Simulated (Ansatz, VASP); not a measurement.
**One calculation of NaF, two programs**

Contents of INCAR:

```
SYSTEM = NaF
ALGO = Normal ; EDIFF = 1E-6
ENCUT = 600 ; GGA = PE
GGA_COMPAT = .False. ; ISIF = 2
ISMEAR = 0 ; LASPH = .True.
LCHARG = .False. ; LREAL = .False.
LWAVE = .False. ; NBANDS = 14
NELM = 120 ; PREC = Accurate
SIGMA = 0.1
```

KPOINTS

```
k-points
0
Gamma
  6 6 6
  0 0 0
```

Contents of POSCAR:

```
NaF
1.0
    0.0000000000      2.5191469033      2.5191469033
    2.5191469033      0.0000000000      2.5191469033
    2.5191469033      2.5191469033      0.0000000000
Na F
1 1
Direct
    0.0000000000      0.0000000000      0.0000000000
    0.5000000000      0.5000000000      0.5000000000
```

Input for Ansatz:

```yaml
crystal:
  lattice:
    - [0.0, 2.5191469033, 2.5191469033]
    - [2.5191469033, 0.0, 2.5191469033]
    - [2.5191469033, 2.5191469033, 0.0]
  atoms:
    - { symbol: Na, position: [0.0, 0.0, 0.0] }
    - { symbol: F, position: [0.5, 0.5, 0.5] }
basis:
  ecutwfc: 420
kpoints:
  mp_grid: { grid: [6, 6, 6] }
hamiltonian:
  xc: pbe
scf:
  occupations: { method: gaussian, width: 0.1 }
output:
  forces: true
  stress: true
  eigenvalues: true
```

Alike in both runs: task single point; functional PBE; k mesh 6 × 6 × 6; occupations gaussian, width 0.1 eV; no spin polarisation.

```csv
,VASP,Ansatz
version,VASP 6.6.1,Ansatz 0.2.0
potentials or method,"VASP PAW PBE potentials, release 64 (Na_pv, F), cutoff 600 eV","scalar-relativistic, plane waves, PAW"
valence electrons in the cell,14,16
```

Ansatz gave:

| Item | Value |
| --- | --- |
| gap on the k mesh at the Fermi level (eV) | 5.14 |
| least direct gap on the mesh (eV) | 5.14 |
| pressure (GPa) | -5.8 |

Q: What did VASP give for the same quantities?

A: gap on the k mesh at the Fermi level (eV): 5.13; least direct gap on the mesh (eV): 5.13; pressure (GPa): -6.1.

With one functional, cell and mesh, what is left measures potentials, basis and numerics. VASP's potentials hold 14 valence electrons a cell and Ansatz's 16, so a difference there can come from the potentials and not from the codes.
